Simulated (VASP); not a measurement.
Write the native input for VASP 6.6.1 that does the following.

* Task: single point
* Functional: r2SCAN
* Potentials or basis: VASP PAW PBE potentials, release 64 (Ba_sv, Ti_sv, O)
* Cutoff: 520 eV
* k mesh: 6 × 6 × 2
* Occupations: gaussian, width 0.05 eV
* Spin: no spin polarisation
* Dipole correction: no
* Further INCAR settings: LREAL = Auto; ALGO = Normal; EDIFF = 1e-06; NBANDS = 73

The system is BaTiO3.

```xyz
15
Lattice="2.8401 -1.6397 -2.3314 0.0000 3.2794 -2.3314 8.9936 5.1925 6.2170" Properties=species:S:1:pos:R:3 pbc="T T T"
Ba   10.6607    6.1550    1.7767
Ba    4.9806    2.8756   -2.8862
Ba    7.8207    4.5153   -0.5548
Ti    2.1405    1.2358   -1.6263
Ti    4.9806    2.8756    0.7051
Ti    7.8207    4.5153    3.0366
O     2.1405   -0.3724   -0.6683
O     4.9806    1.2673    1.6632
O     7.8207    2.9070    3.9946
O     0.7478    2.0400   -0.6683
O     3.5878    3.6797    1.6632
O     6.4279    5.3194    3.9946
O     3.5333    2.0400   -0.6683
O     6.3734    3.6797    1.6632
O     9.2134    5.3194    3.9946
```

The input as run:

POSCAR

```
BaTiO3
1.0
    2.8400536680     -1.6397057497     -2.3314328258
    0.0000000000      3.2794114995     -2.3314328258
    8.9935979505      5.1924561977      6.2169987734
Ba Ti O
3 3 9
Direct
    0.8440462090      0.8440462090      0.9188283674
    0.9551795423      0.9551795423      0.2521617007
    0.8996128756      0.8996128756      0.5854950341
    0.4687520484      0.4687520484      0.0899826165
    0.4131853818      0.4131853818      0.4233159498
    0.3576187151      0.3576187151      0.7566492831
    0.4967184392      0.0063123493      0.0811512176
    0.4411517726     -0.0492543173      0.4144845509
    0.3855851059     -0.1048209840      0.7478178843
    0.0063123493      0.4967184392      0.0811512176
   -0.0492543173      0.4411517726      0.4144845509
   -0.1048209840      0.3855851059      0.7478178843
    0.4694682075      0.4694682075      0.2446199142
    0.4139015408      0.4139015408      0.5779532476
    0.3583348742      0.3583348742      0.9112865809
```

INCAR.step1

```
SYSTEM = BaTiO3
PREC     = Accurate       ! precision mode
ENCUT    = 520            ! plane-wave cutoff, eV
ISMEAR   = 0              ! smearing method
SIGMA    = 0.05           ! smearing width, eV
LREAL    = Auto         
LASPH    = .TRUE.         ! aspherical terms in the spheres
NELM     = 60             ! most SCF steps
NBANDS   = 73             ! bands
GGA      = PE             ! functional
ALGO     = Normal         ! electronic algorithm
EDIFF    = 1E-4           ! SCF threshold, eV
LWAVE    = .TRUE.         ! write WAVECAR
LCHARG   = .FALSE.        ! write CHGCAR
```

INCAR.step2

```
SYSTEM = BaTiO3
PREC     = Accurate       ! precision mode
ENCUT    = 520            ! plane-wave cutoff, eV
EDIFF    = 1E-6           ! SCF threshold, eV
ISMEAR   = 0              ! smearing method
SIGMA    = 0.05           ! smearing width, eV
LREAL    = Auto         
LASPH    = .TRUE.         ! aspherical terms in the spheres
NELM     = 60             ! most SCF steps
ALGO     = Normal         ! electronic algorithm
ISIF     = 2              ! what is computed and relaxed
LWAVE    = .FALSE.        ! write WAVECAR
LCHARG   = .FALSE.        ! write CHGCAR
METAGGA  = R2SCAN         ! meta-GGA
LMIXTAU  = .TRUE.       
NBANDS   = 73             ! bands
ISTART   = 1
```

KPOINTS

```
regular mesh
0
G
  6 6 2
  0 0 0
```

Potentials or basis: VASP PAW PBE potentials, release 64 (Ba_sv, Ti_sv, O).

Launch:

```bash
$ cat potpaw_PBE.64/Ba_sv/POTCAR potpaw_PBE.64/Ti_sv/POTCAR potpaw_PBE.64/O/POTCAR > POTCAR
$ cp INCAR.step1 INCAR
$ mpirun -np 1 vasp_std > vasp.out
$ cp INCAR.step2 INCAR
$ mpirun -np 1 vasp_std > vasp.out
```

It gave:

```
Pressure               : 4.0 GPa
Largest force          : 3.901 eV/Å
Band gap on the k mesh : 2.36 eV (least direct gap 2.83 eV)
```

Caveat: the cell stands under pressure; the PAW data sets were made with another functional, which shifts forces and pressure a little; spin-orbit coupling is left out, which moves the levels of the heavy elements.

Run time: 12 min on 1 thread of Intel(R) Xeon(R) 6975P-C (Granite Rapids) (shared host), peak memory 0.43 GiB.
